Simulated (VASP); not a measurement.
# MgS (Imm2) in VASP: further runs, part 2 of 2

VASP 6.6.1.

### Step 4. Single point, PBEsol (all Mg atoms moved -0.050 Å, as atom 1 along Cartesian [1 1 0])

Contents of INCAR:

```
SYSTEM = MgS
  ALGO = Normal
  EDIFF = 1E-6
  ENCUT = 520
  GGA = PS
  ISIF = 2
  ISMEAR = 0
  LASPH = .TRUE.
  LCHARG = .FALSE.
  LREAL = .FALSE.
  LWAVE = .FALSE.
  NBANDS = 11
  NELM = 100
  PREC = Accurate
  SIGMA = 0.05
```

Contents of KPOINTS:

```
k-points
0
G
  8 8 8
  0 0 0
```

Contents of POSCAR:

```
MgS
1.0
    0.0000000000      2.6016500000      2.6016500000
    2.6016500000      0.0000000000      2.6016500000
    2.6016500000      2.6016500000      0.0000000000
Mg S
1 1
Direct
    0.0000000000      0.0000000000     -0.0135895832
    0.5000000000      0.5000000000      0.5000000000
```

Potentials or basis: VASP PAW PBE potentials, release 64 (Mg, S).

Command:

```bash
> cat potpaw_PBE.64/Mg/POTCAR potpaw_PBE.64/S/POTCAR > POTCAR
> mpirun -np 1 vasp_std > vasp.out
```

OUTCAR:

```text
SYSTEM = MgS
   EDIFF = 1E-6
   ENCUT = 520
   GGA = PS
   ISIF = 2
   ISMEAR = 0
   LASPH = .TRUE.
   LREAL = .FALSE.
   NELM = 100
   PREC = Accurate

 ion  position               nearest neighbor table
   1  0.000  0.000  0.986-   2 2.57   2 2.57   2 2.60   2 2.60   2 2.64   2 2.64
   2  0.500  0.500  0.500-   1 2.57   1 2.57   1 2.60   1 2.60   1 2.64   1 2.64

  LATTYP: Found a face centered cubic cell.
 ALAT       =     5.2033000000

  Lattice vectors:

 A1 = (   0.0000000000,   2.6016500000,   2.6016500000)
 A2 = (   2.6016500000,   0.0000000000,   2.6016500000)
 A3 = (   2.6016500000,   2.6016500000,   0.0000000000)

Analysis of symmetry for initial positions (statically):
=====================================================================
 Subroutine PRICEL returns:
 Original cell was already a primitive cell.

 Routine SETGRP: Setting up the symmetry group for a
 face centered cubic supercell.

 Subroutine GETGRP returns: Found  4 space group operations
 (whereof  4 operations were pure point group operations)
 out of a pool of 48 trial point group operations.

The static configuration has the point symmetry C_2v.

Analysis of symmetry for dynamics (positions and initial velocities):
=====================================================================
 Subroutine PRICEL returns:
 Original cell was already a primitive cell.

 Routine SETGRP: Setting up the symmetry group for a
 face centered cubic supercell.

 Subroutine GETGRP returns: Found  4 space group operations
 (whereof  4 operations were pure point group operations)
 out of a pool of 48 trial point group operations.

The dynamic configuration has the point symmetry C_2v.

 Subroutine INISYM returns: Found  4 space group operations
 (whereof  4 operations are pure point group operations),
 and found     1 'primitive' translations

----------------------------------------------------------------------------------------

[... 114 lines left out ...]
  Fermi-wavevector in a.u.,A,eV,Ry     =   0.998878  1.887606 13.575323  0.997758
  Thomas-Fermi vector in A             =   2.131131
   LORBIT       =      0    0 simple, 1 ext, 2 COOP (PROOUT), +10 PAW based schemes
   GGA     = PS    functional components
   LHFCALC =     F    Hartree Fock is set to
   AEXX    =    0.0000 exact exchange contribution
   IVDW    =     0    specifies the selected vdW correction
   LEPSILON=     F    determine dielectric tensor
   LRPA    =     F    only Hartree local field effects (RPA)
 non-spin polarized calculation
 Gauss-broadening in eV      SIGMA  =   0.05
  energy-cutoff  :      520.00
  volume of cell :       35.22
 maximum number of plane-waves:       960
   NGX = 13   NGY = 13   NGZ = 13

 number of electron       8.0000000 magnetization

 Free energy of the ion-electron system (eV)
  ---------------------------------------------------
  ext. energy  EPLUGINS =         0.00000000
  ---------------------------------------------------
  free energy    TOTEN  =        -9.06985218 eV

  energy without entropy =       -9.06985218  energy(sigma->0) =       -9.06985218

 E-fermi :   3.9411     XC(G=0):  -9.8360

 val. band max:        3.6751000128   @ k =   0.0000   0.0000   0.0000
 cond. band min:       6.3796244907   @ k =   0.5000   0.5000   0.0000
 fundamental gap:      2.7045244779
 Fermi energy:         3.9410829009

 k-point     1 :       0.0000    0.0000    0.0000
  band No.  band energies     occupation
      1      -9.0085      2.00000
      2       3.6709      2.00000
      3       3.6751      2.00000
      4       3.6751      2.00000
      5       7.2674      0.00000
      6      11.5281      0.00000
      7      11.5283      0.00000
      8      11.5320      0.00000
      9      13.9899      0.00000
     10      13.9933      0.00000
     11      15.9663      0.00000
[... 309 lines left out ...]
 k-point    24 :      -0.3750    0.1250    0.0000
  band No.  band energies     occupation
      1      -7.7218      2.00000
      2      -0.7905      2.00000
      3       2.2928      2.00000
      4       3.0563      2.00000
      5       8.8868      0.00000
      6      10.0774      0.00000
      7      10.9332      0.00000
      8      13.4541      0.00000
      9      15.5982      0.00000
     10      16.0188      0.00000
     11      18.2821      0.00000

 [... further k-points ...]
[... 5 lines left out ...]
  --------------------------------------------------------------------------------------
  -------------------------------------------------------------------------------------
  Total       -0.2239927     -0.2239927     -0.2575698     -0.0040312      0.0000000      0.0000000
  in kB      -10.1898489    -10.1898489    -11.7173347     -0.1833867      0.0000000      0.0000000
  external PRESSURE =     -10.6990108 kB  Pullay stress =       0.0000000 kB

 VOLUME and BASIS-vectors are now :
 -----------------------------------------------------------------------------
  energy-cutoff  :      520.00
  volume of cell :       35.22
      direct lattice vectors                 reciprocal lattice vectors
     0.000000000  2.601650000  2.601650000    -0.192185728  0.192185728  0.192185728
     2.601650000  0.000000000  2.601650000     0.192185728 -0.192185728  0.192185728
     2.601650000  2.601650000  0.000000000     0.192185728  0.192185728 -0.192185728

 POSITION                                       TOTAL-FORCE (eV/Angst)
 -----------------------------------------------------------------------------------
      2.56629      2.56629      0.00000         0.099131      0.099131     -0.000000
      2.60165      2.60165      2.60165        -0.099131     -0.099131      0.000000
 -----------------------------------------------------------------------------------
    total drift:                                0.000025      0.000025      0.000000

  FREE ENERGIE OF THE ION-ELECTRON SYSTEM (eV)
  ---------------------------------------------------
  free  energy   TOTEN  =        -9.0698521837 eV

  energy  without entropy=       -9.0698521837  energy(sigma->0) =       -9.06985218
```

OSZICAR:

```text
N       E                     dE             d eps       ncg     rms          rms(c)
DAV:   1     0.208954952773E+02    0.20895E+02   -0.36578E+03  2218   0.597E+02
DAV:   2    -0.804824652902E+01   -0.28944E+02   -0.27425E+02  2651   0.997E+01
DAV:   3    -0.943263059952E+01   -0.13844E+01   -0.13812E+01  2548   0.227E+01
DAV:   4    -0.944146842903E+01   -0.88378E-02   -0.88371E-02  2464   0.217E+00
DAV:   5    -0.944154568718E+01   -0.77258E-04   -0.77257E-04  2673   0.202E-01    0.411E+00
DAV:   6    -0.911375102607E+01    0.32779E+00   -0.69464E-01  2416   0.323E+00    0.310E+00
DAV:   7    -0.907279389378E+01    0.40957E-01   -0.18593E-01  2514   0.181E+00    0.192E+00
DAV:   8    -0.907009986721E+01    0.26940E-02   -0.10692E-02  2318   0.592E-01    0.749E-01
DAV:   9    -0.906986196195E+01    0.23791E-03   -0.56355E-04  2423   0.130E-01    0.314E-01
DAV:  10    -0.906985283612E+01    0.91258E-05   -0.16987E-04  2438   0.577E-02    0.204E-02
DAV:  11    -0.906985218366E+01    0.65245E-06   -0.29594E-06  2452   0.949E-03
   1 F= -.90698522E+01 E0= -.90698522E+01  d E =-.676710E-16
```

Run time: 48 s. Hardware: 1 thread of Intel Xeon 8259CL, shared host; peak memory 0.18 GiB.

Results:

```yaml
Free_energy: -9.0699 eV
Pressure: -1.1 GPa
Largest_force: 0.140 eV/Å
Band_gap_on_the_k_mesh: 2.70 eV (least direct gap 3.59 eV)
```

Forces on the atoms (eV/Å):
```
Mg   0.099  0.099  0.000
S   -0.099 -0.099  0.000
```

Stress tensor (GPa, compression positive):
```
-1.02 -0.02  0.00
-0.02 -1.02  0.00
 0.00  0.00 -1.17
```

Caveat: the cell differs from its parent crystal (all Mg atoms moved -0.050 Å, as atom 1 along Cartesian [1 1 0]); the PAW data sets were made with another functional, which shifts forces and pressure a little. A k mesh can miss the band edges.

### Step 5. Single point, PBEsol (all Mg atoms moved +0.025 Å, as atom 1 along Cartesian [1 1 0])

Contents of INCAR:

```
ALGO = Normal ; EDIFF = 1E-6
ENCUT = 520 ; GGA = PS
ISIF = 2 ; ISMEAR = 0
LASPH = T ; LCHARG = F
LREAL = F ; LWAVE = F
NBANDS = 11 ; NELM = 80
PREC = Accurate ; SIGMA = 0.05
```

Contents of KPOINTS:

```
k-points
0
Gamma
  8 8 8
```

Changes to POSCAR since step 4:

```diff
@@ -8,3 +8,3 @@
 Direct
-    0.0000000000      0.0000000000     -0.0135895832
+    0.0000000000      0.0000000000      0.0067947916
     0.5000000000      0.5000000000      0.5000000000
```

Command:

```bash
> cat potpaw_PBE.64/Mg/POTCAR potpaw_PBE.64/S/POTCAR > POTCAR
> mpirun -np 1 vasp_std > vasp.out
```

It took 43 s on 1 thread of Intel Xeon 8259CL, shared host; peak memory 0.18 GiB.

The run converged. Its results:

| Property | Result |
| --- | --- |
| Free energy | -9.0725 eV |
| Pressure | -1.1 GPa |
| Largest force | 0.070 eV/Å |
| Band gap on the k mesh | 2.70 eV (least direct gap 3.59 eV) |

Forces on the atoms (eV/Å):
```
Mg  -0.049 -0.049  0.000
S    0.049  0.049  0.000
```

Levels at points of the mesh, in eV from the valence-band top:
| k point | band 1 | band 2 | band 3 | band 4 | band 5 | band 6 | band 7 | band 8 | band 9 |
| --- | --- | --- | --- | --- | --- | --- | --- | --- | --- |
| (0.00, 0.00, 0.00) | -12.68 | 0.00 | 0.00 | 0.00 | 3.59 | 7.85 | 7.85 | 7.85 | 10.31 |
| (0.50, 0.00, 0.00) | -11.36 | -4.89 | -0.60 | -0.60 | 4.40 | 6.83 | 6.83 | 10.07 | 11.97 |
| (0.00, 0.00, 0.50) | -11.36 | -4.89 | -0.60 | -0.60 | 4.40 | 6.83 | 6.83 | 10.07 | 11.97 |
| (0.50, 0.50, 0.00) | -10.98 | -4.26 | -1.71 | -1.71 | 2.70 | 4.24 | 11.87 | 12.82 | 13.26 |
| (0.00, 0.50, 0.50) | -10.98 | -4.26 | -1.71 | -1.71 | 2.70 | 4.24 | 11.87 | 12.82 | 13.26 |

Caveat: the cell differs from its parent crystal (all Mg atoms moved +0.025 Å, as atom 1 along Cartesian [1 1 0]); the PAW data sets were made with another functional, which shifts forces and pressure a little. A k mesh can miss the band edges.

### Step 6. Single point, PBEsol (all Mg atoms moved +0.087 Å, as atom 1 along Cartesian [1 1 0])

Contents of INCAR:

```
PREC = Accurate
ENCUT = 520
EDIFF = 1E-6
ISMEAR = 0
SIGMA = 0.05
LREAL = False
LASPH = True
NELM = 80
ALGO = Normal
ISIF = 2
LWAVE = False
LCHARG = True
GGA = PS
LELF = True
LVHAR = True
NBANDS = 11
```

Contents of KPOINTS:

```
regular mesh
0
Gamma
  8 8 8
```

Changes to POSCAR since step 5:

```diff
@@ -8,3 +8,3 @@
 Direct
-    0.0000000000      0.0000000000      0.0067947916
+    0.0000000000      0.0000000000      0.0237817706
     0.5000000000      0.5000000000      0.5000000000
```

Potentials or basis: VASP PAW PBE potentials, release 64 (Mg, S).

Command:

```bash
> cat potpaw_PBE.64/Mg/POTCAR potpaw_PBE.64/S/POTCAR > POTCAR
> mpirun -np 1 vasp_std > vasp.out
```

OUTCAR:

```text
PREC = Accurate
   ENCUT = 520
   EDIFF = 1E-6
   ISMEAR = 0
   LREAL = False
   LASPH = True
   NELM = 80
   ISIF = 2
   GGA = PS

 ion  position               nearest neighbor table
   1  0.000  0.000  0.024-   2 2.54   2 2.54   2 2.60   2 2.60   2 2.66   2 2.66
   2  0.500  0.500  0.500-   1 2.54   1 2.54   1 2.60   1 2.60   1 2.66   1 2.66

  LATTYP: Found a face centered cubic cell.
 ALAT       =     5.2033000000

  Lattice vectors:

 A1 = (   0.0000000000,   2.6016500000,   2.6016500000)
 A2 = (   2.6016500000,   0.0000000000,   2.6016500000)
 A3 = (   2.6016500000,   2.6016500000,   0.0000000000)

Analysis of symmetry for initial positions (statically):
=====================================================================
 Subroutine PRICEL returns:
 Original cell was already a primitive cell.

 Routine SETGRP: Setting up the symmetry group for a
 face centered cubic supercell.

 Subroutine GETGRP returns: Found  4 space group operations
 (whereof  4 operations were pure point group operations)
 out of a pool of 48 trial point group operations.

The static configuration has the point symmetry C_2v.

Analysis of symmetry for dynamics (positions and initial velocities):
[... 165 lines left out ...]

 k-point     1 :       0.0000    0.0000    0.0000
  band No.  band energies     occupation
      1      -9.0102      2.00000
      2       3.6613      2.00000
      3       3.6741      2.00000
      4       3.6742      2.00000
      5       7.2654      0.00000
      6      11.5253      0.00000
      7      11.5260      0.00000
      8      11.5371      0.00000
      9      13.9964      0.00000
     10      14.0067      0.00000
     11      15.9561      0.00000
[... 309 lines left out ...]
 k-point    24 :      -0.3750    0.1250    0.0000
  band No.  band energies     occupation
      1      -7.7242      2.00000
      2      -0.7925      2.00000
      3       2.2908      2.00000
      4       3.0575      2.00000
      5       8.8843      0.00000
      6      10.0640      0.00000
      7      10.9551      0.00000
      8      13.4468      0.00000
      9      15.6011      0.00000
     10      16.0180      0.00000
     11      18.2803      0.00000

 [... further k-points ...]
[... 5 lines left out ...]
  --------------------------------------------------------------------------------------
  -------------------------------------------------------------------------------------
  Total       -0.1629110     -0.1629110     -0.2656621     -0.0125863      0.0000000      0.0000000
  in kB       -7.4111270     -7.4111270    -12.0854687     -0.5725742      0.0000000      0.0000000
  external PRESSURE =      -8.9692409 kB  Pullay stress =       0.0000000 kB

 VOLUME and BASIS-vectors are now :
 -----------------------------------------------------------------------------
  energy-cutoff  :      520.00
  volume of cell :       35.22
      direct lattice vectors                 reciprocal lattice vectors
     0.000000000  2.601650000  2.601650000    -0.192185728  0.192185728  0.192185728
     2.601650000  0.000000000  2.601650000     0.192185728 -0.192185728  0.192185728
     2.601650000  2.601650000  0.000000000     0.192185728  0.192185728 -0.192185728

 POSITION                                       TOTAL-FORCE (eV/Angst)
 -----------------------------------------------------------------------------------
      0.06187      0.06187      0.00000        -0.174884     -0.174884      0.000000
      2.60165      2.60165      2.60165         0.174884      0.174884      0.000000
 -----------------------------------------------------------------------------------
    total drift:                               -0.000038     -0.000038     -0.000000

  FREE ENERGIE OF THE ION-ELECTRON SYSTEM (eV)
  ---------------------------------------------------
  free  energy   TOTEN  =        -9.0625944124 eV

  energy  without entropy=       -9.0625944124  energy(sigma->0) =       -9.06259441
```

OSZICAR:

```text
N       E                     dE             d eps       ncg     rms          rms(c)
DAV:   1     0.209940864519E+02    0.20994E+02   -0.36402E+03  2210   0.596E+02
DAV:   2    -0.802730298786E+01   -0.29021E+02   -0.27464E+02  2633   0.999E+01
DAV:   3    -0.942722363166E+01   -0.13999E+01   -0.13961E+01  2551   0.228E+01
DAV:   4    -0.943631221664E+01   -0.90886E-02   -0.90877E-02  2462   0.219E+00
DAV:   5    -0.943638999324E+01   -0.77777E-04   -0.77776E-04  2674   0.202E-01    0.412E+00
DAV:   6    -0.910676467245E+01    0.32963E+00   -0.69852E-01  2405   0.324E+00    0.310E+00
DAV:   7    -0.906553711378E+01    0.41228E-01   -0.18747E-01  2526   0.182E+00    0.193E+00
DAV:   8    -0.906284970614E+01    0.26874E-02   -0.10822E-02  2306   0.594E-01    0.755E-01
DAV:   9    -0.906260310980E+01    0.24660E-03   -0.59587E-04  2432   0.133E-01    0.306E-01
DAV:  10    -0.906259535562E+01    0.77542E-05   -0.16762E-04  2421   0.575E-02    0.230E-02
DAV:  11    -0.906259441237E+01    0.94325E-06   -0.35079E-06  2449   0.100E-02
   1 F= -.90625944E+01 E0= -.90625944E+01  d E =-.132673E-15
```

stdout:

```text
POSCAR found type information on POSCAR MgS
 POSCAR found :  2 types and       2 ions
 scaLAPACK will be used
 -----------------------------------------------------------------------------
|                                                                             |
|                                                                             |
|     You enforced a specific xc type in the INCAR file but a different       |
|     I HOPE YOU KNOW WHAT YOU ARE DOING!                                     |
|                                                                             |
 -----------------------------------------------------------------------------

 LDA part: xc-table for (Slater+PW92), standard interpolation
 POSCAR, INCAR and KPOINTS ok, starting setup
 FFT: planning ... GRIDC
 FFT: planning ... GRID_SOFT
 FFT: planning ... GRID
 WAVECAR not read
 entering main loop
```

Wall time 49 s (1 thread of Intel Xeon 8259CL, shared host); peak memory 0.18 GiB.

What came out:

| Quantity | Value |
| --- | --- |
| Free energy | -9.0626 eV |
| Pressure | -0.9 GPa |
| Largest force | 0.247 eV/Å |
| Band gap on the k mesh | 2.71 eV (least direct gap 3.59 eV) |

Forces on the atoms (eV/Å):
```
Mg  -0.175 -0.175  0.000
S    0.175  0.175  0.000
```

Caveat: the cell differs from its parent crystal (all Mg atoms moved +0.087 Å, as atom 1 along Cartesian [1 1 0]); the PAW data sets were made with another functional, which shifts forces and pressure a little. A k mesh can miss the band edges.

### Step 7. Overview

| cell | gap on the mesh (eV) | pressure (GPa) | largest force (eV/Å) |
| --- | --- | --- | --- |
| as given, atomic positions A | 2.71 | -0.8 | 0.28 |
| as given, atomic positions B | 2.71 | -1.0 | 0.21 |
| as given, atomic positions C | 2.70 | -1.1 | 0.14 |
| as given, atomic positions D | 2.70 | -1.1 | 0.07 |
| as given, atomic positions E | 2.71 | -0.9 | 0.25 |

Alike in all rows: task single point; level PBEsol; potentials or basis VASP PAW PBE potentials, release 64 (Mg, S); no spin polarisation; k mesh 8 × 8 × 8; cutoff (eV) 520; smearing gaussian 0.05 eV.

Caveats: the PAW data sets were made with another functional, which shifts forces and pressure a little.

Total energies depend on the potentials used, so only differences within one code and one set of settings carry meaning.
